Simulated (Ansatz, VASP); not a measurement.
## Two plane-wave programs on NaCdBr3

File POSCAR:

```
NaCdBr3
1.0
    5.4640720555      0.0409805404      0.0000000000
    0.0409805404      5.4640720555      0.0000000000
    0.0000000000      0.0000000000      5.4640720555
Na Cd Br
1 1 3
Direct
    0.0000000000      0.0000000000      0.0000000000
    0.5000000000      0.5000000000      0.5000000000
    0.5000000000      0.5000000000      0.0000000000
    0.5000000000      0.0000000000      0.5000000000
    0.0000000000      0.5000000000      0.5000000000
```

The input INCAR.step1:

```
SYSTEM = NaCdBr3
PREC = Accurate
ENCUT = 520
ISMEAR = 0
SIGMA = 0.01
LREAL = .FALSE.
LASPH = .TRUE.
NELM = 80
NBANDS = 28
GGA = PE
ALGO = Normal
EDIFF = 1E-4
LWAVE = .TRUE.
LCHARG = .FALSE.
```

INCAR.step2

```
SYSTEM = NaCdBr3
PREC = Accurate
ENCUT = 520
EDIFF = 1E-6
ISMEAR = 0
SIGMA = 0.01
LREAL = .FALSE.
LASPH = .TRUE.
NELM = 80
ALGO = Normal
ISIF = 2
LWAVE = .FALSE.
LCHARG = .FALSE.
METAGGA = R2SCAN
LMIXTAU = .TRUE.
NBANDS = 28
ISTART = 1
```

KPOINTS

```
regular mesh
0
G
  6 6 6
  0 0 0
```

Input for Ansatz:

```yaml
crystal:
  lattice:
    - [5.4640720555, 0.0409805404, 0.0]
    - [0.0409805404, 5.4640720555, 0.0]
    - [0.0, 0.0, 5.4640720555]
  atoms:
    - { symbol: Na, position: [0.0, 0.0, 0.0] }
    - { symbol: Cd, position: [0.5, 0.5, 0.5] }
    - { symbol: Br, position: [0.5, 0.5, 0.0] }
    - { symbol: Br, position: [0.5, 0.0, 0.5] }
    - { symbol: Br, position: [0.0, 0.5, 0.5] }
kpoints:
  mp_grid: { grid: [6, 6, 6] }
  band_path:
    path: [[0.0, 0.0, 0.0], [0.0, 0.5, 0.0], [0.5, 0.5, 0.0], [0.5, 0.5, 0.5]]
    npoints: 1
hamiltonian:
  xc: r2scan
scf:
  occupations: { method: fixed }
  n_extra_bands: 5
output:
  forces: true
  stress: true
  eigenvalues: true
```

Change from the starting cell: shear_xy strain +1.5%.

Alike in both runs: task single point; functional r2SCAN; k mesh 6 × 6 × 6; no spin polarisation.

|  | VASP | Ansatz |
| --- | --- | --- |
| version | VASP 6.6.1 | Ansatz 0.2.0 |
| potentials or method | VASP PAW PBE potentials, release 64 (Na_pv, Cd, Br) | plane waves, PAW |
| plane-wave cutoff (eV) | 520 | 500 |
| occupations | gaussian, width 0.01 eV | fixed |
| valence electrons in the cell | 40 | 50 |

```csv
,VASP,Ansatz,Ansatz less VASP
gap on the k mesh at the Fermi level (eV),1.47,1.49,+0.017
pressure (GPa),0.1,0.0,-0.14
"traceless stress, the component that is largest in VASP (GPa)",-0.12,-0.12,-0.006
```

VASP's potentials were made for PBE, not for r2SCAN. VASP's potentials hold 40 valence electrons a cell and Ansatz's 50, so a difference there can come from the potentials and not from the codes.
